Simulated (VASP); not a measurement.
Set up this calculation in VASP 6.6.1, as the native input.

| Item | Value |
| --- | --- |
| Task | single point |
| Functional | PBE |
| Potentials or basis | VASP PAW PBE potentials, release 64 (Se, Ca_sv, Te) |
| Cutoff | 520 eV |
| k mesh | 6 × 6 × 4 |
| Occupations | gaussian, width 0.01 eV |
| Spin | no spin polarisation |
| Dipole correction | no |
| Further INCAR settings | ALGO = Normal; EDIFF = 1e-07; NBANDS = 24 |

The structure of Ca2TeSe lies in POSCAR:

```
Ca2TeSe
1.0
    4.3667779952      0.0000000000      0.0000000000
    0.0000000000      4.3667779952      0.0000000000
    0.0000000000      0.0000000000      6.1748506438
Se Ca Te
1 2 1
Direct
    0.0000000000      0.0000000000      0.0000000000
    0.0000000000      0.0000000000      0.5000000000
    0.5000000000      0.5000000000      0.0000000000
    0.5000000000      0.5000000000      0.5000000000
```

These files were run (other wordings do the same):

INCAR

```
SYSTEM = Ca2TeSe
PREC = Accurate
ENCUT = 520
EDIFF = 1E-7
ISMEAR = 0
SIGMA = 0.01
LREAL = .FALSE.
LASPH = .TRUE.
NELM = 100
ALGO = Normal
ISIF = 2
LWAVE = .FALSE.
LCHARG = .TRUE.
GGA = PE
LELF = .TRUE.
LVHAR = .TRUE.
NBANDS = 24
```

KPOINTS

```
regular mesh
0
G
  6 6 4
  0 0 0
```

Potentials or basis: VASP PAW PBE potentials, release 64 (Se, Ca_sv, Te).

The run is started by

```bash
$ cat potpaw_PBE.64/Se/POTCAR potpaw_PBE.64/Ca_sv/POTCAR potpaw_PBE.64/Te/POTCAR > POTCAR
$ mpirun -np 1 vasp_std > vasp.out
```

It gave:

```yaml
Pressure: 0.5 GPa
Band_gap_on_the_k_mesh: 1.71 eV
```

Caveat: spin-orbit coupling is left out, which moves the levels of the heavy elements.

Wall time 46 s on 1 thread of Intel(R) Xeon(R) Platinum 8488C (Sapphire Rapids) (shared host), peak memory 0.26 GiB.
